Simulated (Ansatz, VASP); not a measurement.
## In, level by level in two programs

```
In
1.0
    -1.62547    1.62547    2.47370
     1.62547   -1.62547    2.47370
     1.62547    1.62547   -2.47370
In
1
Direct
  0.00000 0.00000 0.00000
```

Single points on this cell with VASP 6.6.1 and Ansatz 0.2.0. Each row is one pair of runs. Alike in all rows: spin: off; VASP's potentials, cutoff: VASP PAW PBE potentials, release 64 (In_d), 520 eV; Ansatz's potentials, cutoff: Ansatz PAW, 420 eV.

```csv
level,k mesh,smearing,"gap on the k mesh at the Fermi level (eV), VASP","gap on the k mesh at the Fermi level (eV), Ansatz","pressure (GPa), VASP","pressure (GPa), Ansatz"
PBEsol,10 × 10 × 10,"fermi-dirac, width 0.05 eV",none,none,-1.0,-1.0
PBE,11 × 11 × 11,"gaussian, width 0.012 eV",none,none,2.0,2.0
PBE,11 × 11 × 11,"gaussian, width 0.013 eV",none,none,2.0,2.0
PBE,11 × 11 × 11,"gaussian, width 0.014 eV",none,none,2.0,2.0
PBE,11 × 11 × 11,"gaussian, width 0.015 eV",none,none,2.0,2.0
PBE,11 × 11 × 11,"gaussian, width 0.016 eV",none,none,2.0,2.0
PBE,11 × 11 × 11,"gaussian, width 0.017 eV",none,none,2.0,2.0
PBE,11 × 11 × 11,"gaussian, width 0.018 eV",none,none,2.0,2.0
```

Pressure (GPa): the two programs differ by at most 0.05.

A gap of «none» marks a metal or a gap that the smearing closes.
